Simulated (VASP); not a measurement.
# Ti4C3: single point with PBE

Ti4C3:

```xyz
7
Lattice="5.5815 -1.5528 0.2425 5.5815 1.5528 0.2425 -2.6270 0.0000 4.5726" Properties=species:S:1:pos:R:3 pbc="T T T"
Ti    0.2614    0.0000    2.1667
Ti    8.2746    0.0000    2.8909
Ti    4.0784    0.0000    0.2859
Ti    4.4576    0.0000    4.7716
C     2.2332    0.0000    1.3493
C     6.3027    0.0000    3.7082
C     0.0000    0.0000    0.0000
```

The cell was generated, and may not be a known phase.

```yaml
Program: VASP 6.6.1
Task: single point
Functional: PBE
Potentials_or_basis: VASP PAW PBE potentials, release 64 (Ti_sv, C)
Cutoff: 520 eV
k_mesh: 5 × 5 × 4
Occupations: gaussian, width 0.2 eV
Spin: no spin polarisation
Dipole_correction: no
Further_INCAR_settings: ALGO = Normal; EDIFF = 1e-06; NBANDS = 39
```

| Item | Value |
| --- | --- |
| Pressure | 0.1 GPa |
| Largest force | 0.048 eV/Å |
| Band gap on the k mesh | zero (bands 30 and 31 overlap by 0.71 eV) |

Forces on the atoms (eV/Å):
```
Ti  -0.018  0.000 -0.045
Ti   0.018  0.000  0.045
Ti  -0.012  0.000  0.035
Ti   0.012  0.000 -0.035
C   -0.009  0.000 -0.036
C    0.009  0.000  0.036
C    0.000  0.000  0.000
```

Stress tensor (GPa, compression positive):
```
 0.32  0.00  0.15
 0.00  0.19  0.00
 0.15  0.00 -0.27
```

Levels at points of the mesh, in eV from the Fermi level:
```tsv
k point	band 26	band 27	band 28	band 29	band 30	band 31	band 32	band 33	band 34	band 35
(0.00, 0.00, 0.00)	-2.08	-1.78	-1.42	-0.92	0.64	0.88	1.09	1.43	1.44	1.67
(0.00, 0.00, 0.50)	-2.29	-1.73	-1.54	-0.48	-0.45	0.44	1.11	1.47	1.59	1.88
```

Wall time 6 min on 1 thread of AMD EPYC 7R43 64-Core Processor (Zen 3), with other jobs on the host, peak memory 0.26 GiB.

Caveat: the k points lie up to 0.42 Å⁻¹ apart, too coarse for converged energies and pressures of a metal.
